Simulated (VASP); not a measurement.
# W9C8 in VASP: notebook

Runs on W9C8. Level: PBEsol. Tasks: single point.

Program: VASP 6.6.1. These are calculated values, not measurements. Logs are shortened: lines on timing, memory, paths and dates and some standing lists are left out, and cuts for length are marked.

### Step 1. The cell of the first run

The cell holds a slab with vacuum, 17 atoms: a = 5.800 Å, b = 5.800 Å, c = 15.256 Å, α = 90.00°, β = 90.00°, γ = 120.00°.

### Step 2. Single point, PBEsol

INCAR reads:

```
ALGO     = Normal         # electronic algorithm
EDIFF    = 1E-6           # SCF threshold, eV
ENCUT    = 520            # plane-wave cutoff, eV
GGA      = PS             # functional
ISIF     = 2              # what is computed and relaxed
ISMEAR   = 0              # smearing method
LASPH    = T              # aspherical terms in the spheres
LCHARG   = F              # write CHGCAR
LREAL    = Auto         
LWAVE    = F              # write WAVECAR
NBANDS   = 93             # bands
NELM     = 80             # most SCF steps
PREC     = Accurate       # precision mode
SIGMA    = 0.15           # smearing width, eV
```

KPOINTS reads:

```
k-points
0
Gamma
  4 4 1
```

POSCAR reads:

```
W9C8
1.0
    5.7996800000      0.0000000000      0.0000000000
   -2.8998400000      5.0226700000      0.0000000000
    0.0000000000      0.0000000000     15.2562950000
W C
9 8
Direct
    0.0000000000      0.0000000000      0.0655467137
    0.0046807974      0.0096488521      0.2534044471
    0.0000000000      0.5000000000      0.0655467137
    0.0034908966      0.5069576540      0.2412511032
    0.5000000000      0.0000000000      0.0655467137
    0.5049837862      0.0096520377      0.2534081833
    0.5000000000      0.5000000000      0.0655467137
    0.5010321075      0.5020473175      0.2502863244
    1.0267593263      0.5535000309      0.4068545476
    0.3331404731      0.1662774978      0.1544023631
    0.3349493197      0.1698803624      0.3287602921
    0.3373891992      0.6702484933      0.1513495249
    0.3281755060      0.6616399246      0.3333825808
    0.8333015500      0.1666010309      0.1525100295
    0.8538226480      0.2076270191      0.3410450571
    0.8328657609      0.6702510816      0.1513509014
    0.8334935724      0.6616427119      0.3333815320
```

Potentials or basis: VASP PAW PBE potentials, release 64 (W_sv, C).

Run with:

```console
cat potpaw_PBE.64/W_sv/POTCAR potpaw_PBE.64/C/POTCAR > POTCAR
mpirun -np 1 vasp_std > vasp.out
```

OUTCAR:

```text
EDIFF = 1E-6
   ENCUT = 520
   GGA = PS
   ISIF = 2
   ISMEAR = 0
   LASPH = T
   LREAL = Auto
   NELM = 80
   PREC = Accurate

 ion  position               nearest neighbor table
   1  0.000  0.000  0.066-  16 2.11  14 2.14  10 2.15   2 2.87   7 2.90   3 2.90   3 2.90   7 2.90
                             5 2.90   5 2.90
   2  0.005  0.010  0.253-  11 2.02  17 2.13  15 2.21  10 2.24  14 2.26  16 2.31   1 2.87   8 2.87
                             4 2.89   6 2.90   6 2.90   4 2.92   8 2.93
   3  0.000  0.500  0.066-  14 2.14  16 2.14  12 2.14   4 2.68   5 2.90   1 2.90   1 2.90   5 2.90
                             7 2.90   7 2.90
   4  0.003  0.507  0.241-  15 2.14  17 2.15  13 2.15  12 2.17  16 2.17  14 2.18   9 2.54   3 2.68
                             2 2.89   6 2.89   8 2.90   8 2.90   6 2.92   2 2.92
   5  0.500  0.000  0.066-  12 2.11  14 2.14  10 2.15   6 2.87   7 2.90   3 2.90   7 2.90   3 2.90
                             1 2.90   1 2.90
   6  0.505  0.010  0.253-  11 2.02  13 2.13  15 2.21  10 2.24  14 2.26  12 2.31   5 2.87   8 2.87
                             4 2.89   2 2.90   2 2.90   4 2.92   8 2.93
   7  0.500  0.500  0.066-  12 2.12  16 2.12  10 2.16   8 2.82   1 2.90   5 2.90   5 2.90   1 2.90
                             3 2.90   3 2.90
   8  0.501  0.502  0.250-  11 2.05  13 2.10  17 2.10  10 2.23  16 2.25  12 2.25   7 2.82   6 2.87
                             2 2.87   4 2.90   4 2.90   2 2.93   6 2.93
   9  0.027  0.554  0.407-  17 1.90  13 1.90  15 2.01   4 2.54
  10  0.333  0.166  0.154-   5 2.15   1 2.15   7 2.16   8 2.23   2 2.24   6 2.24
  11  0.335  0.170  0.329-   6 2.02   2 2.02   8 2.05
  12  0.337  0.670  0.151-   5 2.11   7 2.12   3 2.14   4 2.17   8 2.25   6 2.31
  13  0.328  0.662  0.333-   9 1.90   8 2.10   6 2.13   4 2.15
  14  0.833  0.167  0.153-   1 2.14   5 2.14   3 2.14   4 2.18   6 2.26   2 2.26
  15  0.854  0.208  0.341-   9 2.01   4 2.14   6 2.21   2 2.21
  16  0.833  0.670  0.151-   1 2.11   7 2.12   3 2.14   4 2.17   8 2.25   2 2.31
  17  0.833  0.662  0.333-   9 1.90   8 2.10   2 2.13   4 2.15

  LATTYP: Found a hexagonal cell.
 ALAT       =     5.7996800000
 C/A-ratio  =     2.6305408229

  Lattice vectors:

 A1 = (   5.7996800000,   0.0000000000,   0.0000000000)
 A2 = (  -2.8998400000,   5.0226700000,   0.0000000000)
 A3 = (   0.0000000000,   0.0000000000,  15.2562950000)

Analysis of symmetry for initial positions (statically):
=====================================================================
 Subroutine PRICEL returns:
 Original cell was already a primitive cell.

 Routine SETGRP: Setting up the symmetry group for a
 hexagonal supercell.

 Subroutine GETGRP returns: Found  1 space group operations
 (whereof  1 operations were pure point group operations)
 out of a pool of 24 trial point group operations.

The static configuration has the point symmetry C_1 .

Analysis of symmetry for dynamics (positions and initial velocities):
=====================================================================
 Subroutine PRICEL returns:
 Original cell was already a primitive cell.

 Routine SETGRP: Setting up the symmetry group for a
 hexagonal supercell.

 Subroutine GETGRP returns: Found  1 space group operations
 (whereof  1 operations were pure point group operations)
 out of a pool of 24 trial point group operations.

The dynamic configuration has the point symmetry C_1 .

 Subroutine INISYM returns: Found  1 space group operations
 (whereof  1 operations are pure point group operations),
 and found     1 'primitive' translations

----------------------------------------------------------------------------------------

                                     Primitive cell

  volume of cell :     444.4140

  direct lattice vectors                    reciprocal lattice vectors
     5.799680000  0.000000000  0.000000000     0.172423306  0.099548646  0.000000000
    -2.899840000  5.022670000  0.000000000     0.000000000  0.199097293  0.000000000
     0.000000000  0.000000000 15.256295000     0.000000000  0.000000000  0.065546714

  length of vectors
     5.799680000  5.799679815 15.256295000     0.199097287  0.199097293  0.065546714

  position of ions in fractional coordinates (direct lattice)
     0.000000000  0.000000000  0.065546714
     0.004680797  0.009648852  0.253404447
     0.000000000  0.500000000  0.065546714
     0.003490897  0.506957654  0.241251103
     0.500000000  0.000000000  0.065546714
     0.504983786  0.009652038  0.253408183
[... 9 lines left out ...]
     0.832865761  0.670251082  0.151350901
     0.833493572  0.661642712  0.333381532

  ion indices of the primitive-cell ions
   primitive index   ion index
                 1           1
                 2           2
                 3           3
                 4           4
                 5           5
                 6           6
[... 9 lines left out ...]
                16          16
                17          17

----------------------------------------------------------------------------------------

 KPOINTS: k-points

Automatic generation of k-mesh.
 Grid dimensions read from file:
 generate k-points for:    4    4    1

 Generating k-lattice:

  Cartesian coordinates                     Fractional coordinates (reciprocal lattice)
     0.043105827  0.024887162  0.000000000     0.250000000  0.000000000  0.000000000
     0.000000000  0.049774323  0.000000000     0.000000000  0.250000000  0.000000000
     0.000000000  0.000000000  0.065546714     0.000000000  0.000000000  1.000000000

  Length of vectors
     0.049774322  0.049774323  0.065546714

  Shift w.r.t. Gamma in fractional coordinates (k-lattice)
     0.000000000  0.000000000  0.000000000

 Subroutine IBZKPT returns following result:
 ===========================================

 Found     10 irreducible k-points:

 Following reciprocal coordinates:
            Coordinates               Weight
  0.000000  0.000000  0.000000      1.000000
  0.250000 -0.000000  0.000000      2.000000
  0.000000  0.250000  0.000000      2.000000
 -0.250000  0.250000  0.000000      2.000000
  0.500000 -0.000000  0.000000      1.000000
  0.000000  0.500000  0.000000      1.000000
  0.500000  0.500000  0.000000      1.000000
  0.250000  0.250000  0.000000      2.000000
 -0.250000  0.500000  0.000000      2.000000
  0.500000  0.250000  0.000000      2.000000
   k-points           NKPTS =     10   k-points in BZ     NKDIM =     10   number of bands    NBANDS=     93
   number of dos      NEDOS =    301   number of ions     NIONS =     17
   total plane-waves  NPLWV = 276480
   dimension x,y,z NGX =    48 NGY =   48 NGZ =  120
   dimension x,y,z NGXF=    96 NGYF=   96 NGZF=  240
   ions per type =               9   8
   NGX,Y,Z   is equivalent  to a cutoff of  13.76, 13.76, 13.08 a.u.
   NGXF,Y,Z  is equivalent  to a cutoff of  27.52, 27.52, 26.15 a.u.
 SYSTEM =  unknown system
   PREC   = accura    normal or accurate (medium, high low for compatibility)
   ISTART =      0    job   : 0-new  1-cont  2-samecut
   ICHARG =      2    charge: 1-file 2-atom 10-const
   ISPIN  =      1    spin polarized calculation?
   LNONCOLLINEAR =      F non collinear calculations
   LSORBIT =      F    spin-orbit coupling
   LASPH  =      T    aspherical Exc in radial PAW
   ENCUT  =  520.0 eV  38.22 Ry    6.18 a.u.  10.78 10.78 28.37*2*pi/ulx,y,z
   NELM   =     80;   NELMIN=  2; NELMDL= -5     # of ELM steps
   EDIFF  = 0.1E-05   stopping-criterion for ELM
   LREAL  =      T    real-space projection
   EDIFFG = 0.1E-04   stopping-criterion for IOM
   NSW    =      0    number of steps for IOM
   IBRION =     -1    ionic relax: 0-MD 1-quasi-New 2-CG
   NFREE  =      0    steps in history (QN), initial steepest desc. (CG)
   ISIF   =      2    stress and relaxation
   ISYM   =      2    0-nonsym 1-usesym 2-fastsym
   POTIM  = 0.5000    time-step for ionic-motion
   TEBEG  =    0.0;   TEEND  =   0.0 temperature during run
   PSTRESS=    0.0 pullay stress
   NELECT =     158.0000    total number of electrons
   NUPDOWN=      -1.0000    fix difference up-down
   EMIN   =  10.00;   EMAX   =-10.00  energy-range for DOS
   EFERMI =   0.00;   METHOD = LEGACY
   ISMEAR =     0;   SIGMA  =   0.15  broadening in eV -4-tet -1-fermi 0-gaus
   EFERMI_NEDOS =   21; number of points for ismear=-14 and -15
   IALGO  =     38    algorithm
   IMIX   =      4    mixing-type and parameters
     AMIX     =   0.40;   BMIX     =  1.00
     AMIX_MAG =   1.60;   BMIX_MAG =  1.00
  volume/ion in A,a.u.               =      26.14       176.41
  Fermi-wavevector in a.u.,A,eV,Ry     =   1.159751  2.191611 18.300128  1.345021
  Thomas-Fermi vector in A             =   2.296340
   LORBIT       =      0    0 simple, 1 ext, 2 COOP (PROOUT), +10 PAW based schemes
   GGA     = PS    functional components
   LHFCALC =     F    Hartree Fock is set to
   AEXX    =    0.0000 exact exchange contribution
   IVDW    =     0    specifies the selected vdW correction
   LEPSILON=     F    determine dielectric tensor
   LRPA    =     F    only Hartree local field effects (RPA)
 non-spin polarized calculation
 Gauss-broadening in eV      SIGMA  =   0.15
  energy-cutoff  :      520.00
  volume of cell :      444.41
 maximum number of plane-waves:     11992
 NGX is ok and might be reduce to    48
   NGX = 21   NGY = 21   NGZ = 57

 number of electron     157.9999998 magnetization

 Free energy of the ion-electron system (eV)
  ---------------------------------------------------
  ext. energy  EPLUGINS =         0.00000000
  ---------------------------------------------------
  free energy    TOTEN  =      -186.69514780 eV

  energy without entropy =     -186.61275106  energy(sigma->0) =     -186.65394943

 E-fermi :   2.2132     XC(G=0):  -7.0959

 val. band max:        2.1811036691   @ k =   0.0000   0.0000   0.0000
 cond. band min:       2.2737441400   @ k =   0.5000   0.2500   0.0000
 fundamental gap:      0.0926404709
 Fermi energy:         2.2131978180

 k-point     1 :       0.0000    0.0000    0.0000
  band No.  band energies     occupation
      1     -72.4041      2.00000
      2     -71.8110      2.00000
      3     -71.7678      2.00000
      4     -71.7444      2.00000
      5     -71.7331      2.00000
      6     -71.7024      2.00000
[... 929 lines left out ...]
     90       4.3492      0.00000
     91       4.4602      0.00000
 [bands above 91 left out]

------------------------ aborting loop because EDIFF is reached ----------------------------------------

  FORCE on cell =-STRESS in cart. coord.  units (eV):
  Direction    XX          YY          ZZ          XY          YZ          ZX
  --------------------------------------------------------------------------------------
  -------------------------------------------------------------------------------------
  Total       -5.3215706     -5.9018942      1.6198239     -0.0012435     -3.9028679     -0.0024931
  in kB      -19.1850376    -21.2771886      5.8397013     -0.0044829    -14.0704076     -0.0089880
  external PRESSURE =     -11.5408416 kB  Pullay stress =       0.0000000 kB

 VOLUME and BASIS-vectors are now :
 -----------------------------------------------------------------------------
  energy-cutoff  :      520.00
  volume of cell :      444.41
      direct lattice vectors                 reciprocal lattice vectors
     5.799680000  0.000000000  0.000000000     0.172423306  0.099548646  0.000000000
    -2.899840000  5.022670000  0.000000000     0.000000000  0.199097293  0.000000000
     0.000000000  0.000000000 15.256295000     0.000000000  0.000000000  0.065546714

 POSITION                                       TOTAL-FORCE (eV/Angst)
 -----------------------------------------------------------------------------------
      0.00000      0.00000      1.00000        -0.079027      0.104415      0.378840
     -0.00083      0.04846      3.86601         0.009500      0.045499     -0.116282
     -1.44992      2.51133      1.00000         0.000043      0.040687     -1.094369
     -1.44985      2.54628      3.68060        -0.000633      0.100991     -0.060259
      2.89984      0.00000      1.00000         0.079229      0.104465      0.379030
      2.90076      0.04848      3.86607        -0.009673      0.044908     -0.117082
[... 9 lines left out ...]
      2.88673      3.36645      2.30905        -0.011693      0.035635      0.015369
      2.91534      3.32321      5.08617         0.062840      0.327874      0.113122
 -----------------------------------------------------------------------------------
    total drift:                                0.000637     -0.002850     -0.008468

  FREE ENERGIE OF THE ION-ELECTRON SYSTEM (eV)
  ---------------------------------------------------
  free  energy   TOTEN  =      -186.6951477972 eV

  energy  without entropy=     -186.6127510648  energy(sigma->0) =     -186.65394943
```

Wall time 19 min (1 thread of AMD EPYC 9R14 (Zen 4), shared host); peak memory 0.68 GiB.

What came out:

| Property | Result |
| --- | --- |
| Free energy | -186.6951 eV |
| Largest force | 1.585 eV/Å |
| Band gap on the k mesh | zero (bands 79 and 80 overlap by 0.49 eV) |

Forces on the atoms (eV/Å):
```
W   -0.079  0.104  0.379
W    0.009  0.045 -0.116
W    0.000  0.041 -1.094
W   -0.001  0.101 -0.060
W    0.079  0.104  0.379
W   -0.010  0.045 -0.117
W    0.000  0.084 -0.003
W    0.000  0.132  0.041
W    0.000 -1.560  0.278
C    0.000  0.052  0.004
C    0.000  0.227 -0.076
C    0.012  0.036  0.015
C   -0.063  0.328  0.113
C    0.000  0.008 -0.003
C    0.000 -0.110  0.131
C   -0.012  0.036  0.015
C    0.063  0.328  0.113
```

Levels at points of the mesh, in eV from the Fermi level:
| k point | band 77 | band 78 | band 79 | band 80 | band 81 | band 82 |
| --- | --- | --- | --- | --- | --- | --- |
| (0.00, 0.00, 0.00) | 0.07 | 0.07 | 0.41 | 0.47 | 0.50 | 0.87 |
| (0.50, 0.00, 0.00) | -0.93 | -0.70 | -0.52 | -0.07 | 0.35 | 0.74 |
| (0.00, 0.50, 0.00) | -0.86 | -0.66 | -0.64 | -0.08 | 0.38 | 0.67 |
| (0.50, 0.50, 0.00) | -0.93 | -0.70 | -0.52 | -0.07 | 0.35 | 0.74 |

Caveat: the PAW data sets were made with another functional, which shifts forces and pressure a little; spin-orbit coupling is left out, which moves the levels of the heavy elements.

### Step 3. Single point, PBEsol

INCAR reads:

```
  PREC = Accurate
  ENCUT = 520
  EDIFF = 1E-6
  ISMEAR = 0
  SIGMA = 0.15
  LREAL = Auto
  LASPH = T
  NELM = 80
  ALGO = Normal
  ISIF = 2
  LWAVE = F
  LCHARG = F
  GGA = PS
  NBANDS = 93
```

KPOINTS reads:

```
Automatic mesh
0
Gamma
  4 4 1
```

POSCAR reads:

```
W9C8
1.0
    5.7996800000      0.0000000000      0.0000000000
   -2.8998400000      5.0226700000      0.0000000000
    0.0000000000      0.0000000000     15.2562950000
W C
9 8
Direct
    0.0000000000      0.0000000000      0.0655467137
    0.0017470636      0.0067332713      0.2557759928
    0.0000000000      0.5000000000      0.0655467137
   -0.0001384603      0.4997013541      0.2414188373
    0.5000000000      0.0000000000      0.0655467137
    0.5050062232      0.0067360587      0.2557788769
    0.5000000000      0.5000000000      0.0655467137
    0.4980653125      0.4961144172      0.2487846492
    1.0768598509      0.6537021146      0.4052229588
    0.3318477097      0.1636967987      0.1542601267
    0.3276999757      0.1553840885      0.3323084012
    0.3365333029      0.6683297927      0.1509384815
    0.3246855170      0.6414874957      0.3313978918
    0.8328827060      0.1657550665      0.1523331844
    0.8552978151      0.2105832157      0.3384037212
    0.8318143704      0.6683341729      0.1509424798
    0.8168224684      0.6414819210      0.3313978918
```

Potentials or basis: VASP PAW PBE potentials, release 64 (W_sv, C).

Run with:

```console
cat potpaw_PBE.64/W_sv/POTCAR potpaw_PBE.64/C/POTCAR > POTCAR
mpirun -np 1 vasp_std > vasp.out
```

Wall time 21 min (1 thread of AMD EPYC 9R14 (Zen 4), shared host); peak memory 0.68 GiB.

It converged, with:

| Quantity | Value |
| --- | --- |
| Free energy | -186.1574 eV |
| Largest force | 1.262 eV/Å |
| Band gap on the k mesh | zero (bands 79 and 80 overlap by 0.41 eV) |

Forces on the atoms (eV/Å):
```
W   -0.040 -0.002  0.628
W   -0.040 -0.034  0.018
W    0.000 -0.048 -1.261
W    0.000 -0.075 -0.035
W    0.041 -0.002  0.629
W    0.040 -0.034  0.017
W    0.001 -0.112 -0.155
W    0.000 -0.036 -0.040
W    0.000  0.784  0.137
C    0.000 -0.022 -0.017
C    0.000 -0.102  0.183
C    0.013 -0.010 -0.004
C    0.124 -0.125 -0.032
C    0.000 -0.005 -0.018
C    0.000 -0.042 -0.013
C   -0.013 -0.011 -0.005
C   -0.125 -0.124 -0.031
```

Levels at points of the mesh, in eV from the Fermi level:
| k point | band 76 | band 77 | band 78 | band 79 | band 80 | band 81 | band 82 | band 83 |
| --- | --- | --- | --- | --- | --- | --- | --- | --- |
| (0.00, 0.00, 0.00) | -0.15 | 0.07 | 0.16 | 0.35 | 0.46 | 0.51 | 0.59 | 1.08 |
| (0.50, 0.00, 0.00) | -1.07 | -0.97 | -0.74 | -0.37 | 0.04 | 0.43 | 0.79 | 0.96 |
| (0.00, 0.50, 0.00) | -0.96 | -0.88 | -0.67 | -0.59 | -0.06 | 0.71 | 0.94 | 1.02 |
| (0.50, 0.50, 0.00) | -1.07 | -0.97 | -0.74 | -0.37 | 0.04 | 0.43 | 0.79 | 0.96 |

Caveat: the PAW data sets were made with another functional, which shifts forces and pressure a little; spin-orbit coupling is left out, which moves the levels of the heavy elements.
